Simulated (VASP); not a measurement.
Set up this calculation in VASP 6.6.1, as the native input.

| Quantity | Value |
| --- | --- |
| Task | single point |
| Functional | PBE |
| Potentials or basis | VASP PAW PBE potentials, release 64 (Zr_sv, C) |
| Cutoff | 520 eV |
| k mesh | 4 × 4 × 4 |
| Occupations | gaussian, width 0.1 eV |
| Spin | no spin polarisation |
| Dipole correction | no |
| Further INCAR settings | ALGO = Normal; EDIFF = 1e-06; NBANDS = 30 |

The structure of ZrC7 lies in POSCAR:

```
ZrC7
1.0
    4.0343380421      0.0000000000      0.0000000000
    0.0000000000      4.0343380421      0.0000000000
    0.0000000000      0.0000000000      4.0343380421
Zr C
1 7
Direct
    0.0000000000      0.0000000000      0.0000000000
    0.2853689872      0.2853689872      0.2853689872
    0.0000000000      0.5000000000      0.5000000000
    0.5000000000      0.5000000000      0.0000000000
    0.5000000000      0.0000000000      0.5000000000
    0.7146310128      0.2853689872      0.7146310128
    0.7146310128      0.7146310128      0.2853689872
    0.2853689872      0.7146310128      0.7146310128
```

One way to write it, as run:

INCAR

```
SYSTEM = ZrC7
ALGO     = Normal         ! electronic algorithm
EDIFF    = 1E-6           ! SCF threshold, eV
ENCUT    = 520            ! plane-wave cutoff, eV
GGA      = PE             ! functional
ISIF     = 2              ! what is computed and relaxed
ISMEAR   = 0              ! smearing method
LASPH    = .True.         ! aspherical terms in the spheres
LCHARG   = .False.        ! write CHGCAR
LREAL    = .False.        ! projectors in reciprocal space
LWAVE    = .False.        ! write WAVECAR
NBANDS   = 30             ! bands
NELM     = 80             ! most SCF steps
PREC     = Accurate       ! precision mode
SIGMA    = 0.1            ! smearing width, eV
```

KPOINTS

```
k-points
0
Gamma
  4 4 4
  0 0 0
```

Potentials or basis: VASP PAW PBE potentials, release 64 (Zr_sv, C).

The run is started by

```bash
$ cat potpaw_PBE.64/Zr_sv/POTCAR potpaw_PBE.64/C/POTCAR > POTCAR
$ mpirun -np 1 vasp_std > vasp.out
```

It gave:

```json
{"Pressure": "0.3 GPa", "Largest force": "0.018 eV/Å", "Band gap on the k mesh": "0.20 eV, indirect (least direct gap 1.58 eV)"}
```

Run time: 20 s on 1 thread of AMD EPYC 7R13 Processor (Zen 3), with other jobs on the host, peak memory 0.14 GiB.
